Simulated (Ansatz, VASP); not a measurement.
## Ge4S: VASP beside Ansatz

```
CELL_PARAMETERS angstrom
2.07860 1.20008 8.54394
-2.07860 1.20008 8.54394
0.00000 -2.40016 8.54394
ATOMIC_POSITIONS crystal
Ge 0.91259 0.91259 0.91259
Ge 0.08741 0.08741 0.08741
Ge 0.45136 0.45136 0.45136
Ge 0.54864 0.54864 0.54864
S 0.00000 0.00000 0.00000
```

Alike in both runs: functional PBE; k mesh 5 × 5 × 5; occupations gaussian, width 0.2 eV; no spin polarisation.

Ansatz relaxed the structure, and its values are those at the end. VASP's run is a single point on that final structure, the one shown.

|  | VASP | Ansatz |
| --- | --- | --- |
| version | VASP 6.6.1 | Ansatz 0.2.0 |
| potentials or method | VASP PAW PBE potentials, release 64 (Ge_d, S), cutoff 520 eV | scalar-relativistic, plane waves, PAW |
| valence electrons in the cell | 62 | 62 |

|  | VASP | Ansatz | Ansatz less VASP |
| --- | --- | --- | --- |
| gap on the k mesh at the Fermi level (eV) | none | none | - |
| pressure (GPa) | 0.2 | 0.4 | +0.15 |
| rms of the force components (eV/Å) | 0.009 | 0.005 | -0.0037 |

A gap of «none» marks a metal or a gap that the smearing closes. With one functional, cell and mesh, what is left measures potentials, basis and numerics.
